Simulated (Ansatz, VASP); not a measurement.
## AlN in VASP and in Ansatz

The input POSCAR:

```
AlN
1.0
    2.9830480613      0.0000000000      0.0000000000
   -1.4915240306      2.5833954018      0.0000000000
    0.0000000000      0.0000000000      4.7804407265
Al N
2 2
Direct
    0.3333333333      0.6666666667     -0.0011418148
    0.6666666667      0.3333333333      0.4988581852
    0.3333333333      0.6666666667      0.3811418148
    0.6666666667      0.3333333333      0.8811418148
```

The input INCAR.step1:

```
ALGO     = Normal         # electronic algorithm
EDIFF    = 1E-5           # SCF threshold, eV
ENCUT    = 520            # plane-wave cutoff, eV
GGA      = PE             # functional
ISIF     = 2              # what is computed and relaxed
ISMEAR   = 0              # smearing method
LASPH    = T              # aspherical terms in the spheres
LCHARG   = F              # write CHGCAR
LREAL    = F              # projectors in reciprocal space
LWAVE    = T              # write WAVECAR
NBANDS   = 16             # bands
NELM     = 60             # most SCF steps
PREC     = Accurate       # precision mode
SIGMA    = 0.01           # smearing width, eV
```

The input INCAR.step2:

```
ALGO     = Normal         # electronic algorithm
EDIFF    = 1E-7           # SCF threshold, eV
ENCUT    = 520            # plane-wave cutoff, eV
GGA      = PE             # functional
HFSCREEN = 0.2079         # screening, 1/A
ISIF     = 2              # what is computed and relaxed
ISMEAR   = 0              # smearing method
ISTART   = 1            
LASPH    = T              # aspherical terms in the spheres
LCHARG   = F              # write CHGCAR
LHFCALC  = T              # exact exchange
LREAL    = F              # projectors in reciprocal space
LWAVE    = F              # write WAVECAR
NBANDS   = 16             # bands
NELM     = 60             # most SCF steps
PREC     = Accurate       # precision mode
PRECFOCK = Normal       
SIGMA    = 0.01           # smearing width, eV
```

The input KPOINTS:

```
k-points
0
Gamma
  6 6 4
```

Input for Ansatz:

```yaml
crystal:
  lattice:
    - [2.9830480613, 0.0, 0.0]
    - [-1.4915240306, 2.5833954018, 0.0]
    - [0.0, 0.0, 4.7804407265]
  atoms:
    - { symbol: Al, position: [0.3333333333, 0.6666666667, -0.0011418148] }
    - { symbol: Al, position: [0.6666666667, 0.3333333333, 0.4988581852] }
    - { symbol: "N", position: [0.3333333333, 0.6666666667, 0.3811418148] }
    - { symbol: "N", position: [0.6666666667, 0.3333333333, 0.8811418148] }
kpoints:
  mp_grid: { grid: [6, 6, 4] }
  band_path:
    path:
      - [0.0, 0.0, 0.0]
      - [0.5, 0.0, 0.0]
      - [0.3333333333, 0.3333333333, 0.0]
      - [0.0, 0.0, 0.5]
      - [0.5, 0.0, 0.5]
      - [0.3333333333, 0.3333333333, 0.5]
    npoints: 1
hamiltonian:
  xc: hse06
scf:
  occupations: { method: fixed }
  n_extra_bands: 5
output:
  forces: true
  stress: true
  eigenvalues: true
```

Change from the starting cell: hydrostatic strain -4.0%.

Alike in both runs: task single point; functional HSE06; k mesh 6 × 6 × 4; no spin polarisation.

```csv
,VASP,Ansatz
version,VASP 6.6.1,Ansatz 0.2.0
potentials or method,"VASP PAW PBE potentials, release 64 (Al, N)","plane waves, PAW"
plane-wave cutoff (eV),520,420
occupations,"gaussian, width 0.01 eV",fixed
valence electrons in the cell,16,16
```

VASP gave:

| Quantity | Value |
| --- | --- |
| gap on the k mesh at the Fermi level (eV) | 6.43 |
| pressure (GPa) | 31.7 |
| traceless stress, the component that is largest in VASP (GPa) | -2.20 |
| rms of the force components (eV/Å) | 0.003 |

Q: What did Ansatz give for the same quantities?

A: gap on the k mesh at the Fermi level (eV): 6.43; pressure (GPa): 31.6; traceless stress, the component that is largest in VASP (GPa): -2.31; rms of the force components (eV/Å): 0.005.

Atom by atom the forces differ by 0.002 eV/Å (rms over components). Both programs put the cell under a high pressure, so it lies far from rest at this level. Ansatz's warnings: stress exchange threshold loose, stress scf threshold loose.
